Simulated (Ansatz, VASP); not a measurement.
## Te2Mo in VASP and in Ansatz

INCAR

```
SYSTEM = Te2Mo
PREC = Accurate
ENCUT = 500
EDIFF = 1E-6
ISMEAR = 0
SIGMA = 0.02
LREAL = .False.
LASPH = .True.
NELM = 120
ALGO = Normal
ISIF = 2
LWAVE = .False.
LCHARG = .False.
NBANDS = 20
GGA_COMPAT = .False.
```

File KPOINTS:

```
regular mesh
0
Gamma
  12 12 2
  0 0 0
```

Contents of POSCAR:

```
Te2Mo
1.0
    3.4665480208      0.0000000000      0.0000000000
   -1.7332740104      3.0021186495      0.0000000000
    0.0000000000      0.0000000000     17.2570141574
Te Mo
2 1
Direct
    0.3333333333      0.6666666667      0.8960015717
    0.3333333333      0.6666666667      0.1039984283
    0.0000000000      0.0000000000      0.0000000000
```

Input for Ansatz:

```yaml
crystal:
  lattice:
    - [3.4665480208, 0.0, 0.0]
    - [-1.7332740104, 3.0021186495, 0.0]
    - [0.0, 0.0, 17.2570141574]
  atoms:
    - { symbol: Te, position: [0.3333333333, 0.6666666667, 0.8960015717] }
    - { symbol: Te, position: [0.3333333333, 0.6666666667, 0.1039984283] }
    - { symbol: Mo, position: [0.0, 0.0, 0.0] }
basis:
  ecutwfc: 420
kpoints:
  mp_grid: { grid: [12, 12, 2] }
  band_path: { path: [VBM, CBM], npoints: 2 }
hamiltonian:
  xc: lda
scf:
  occupations: { method: gaussian, width: 0.02 }
output:
  forces: true
  stress: true
  eigenvalues: true
checkpoint:
  read: start.run
  write: ck
  compress: false
  write_wavefunctions: false
  write_every: 100000
```

Alike in both runs: task single point; functional LDA; k mesh 12 × 12 × 2; occupations gaussian, width 0.02 eV; no spin polarisation.

|  | VASP | Ansatz |
| --- | --- | --- |
| version | VASP 6.6.1 | Ansatz 0.2.0 |
| potentials or method | VASP PAW LDA potentials, release 64 (Te, Mo_sv), cutoff 500 eV | scalar-relativistic, plane waves, PAW |
| valence electrons in the cell | 26 | 46 |

```csv
,VASP,Ansatz,Ansatz less VASP
gap on the k mesh at the Fermi level (eV),1.24,1.24,-0.001
least direct gap on the mesh (eV),1.24,1.24,-0.001
rms of the force components (eV/Å),0.028,0.001,-0.0273
```

LDA's correlation is that of Perdew and Zunger in VASP and of Perdew and Wang (1992) in Ansatz. Atom by atom the forces differ by 0.027 eV/Å (rms over components). VASP's potentials hold 26 valence electrons a cell and Ansatz's 46, so a difference there can come from the potentials and not from the codes.

Neither program's run includes spin-orbit coupling.
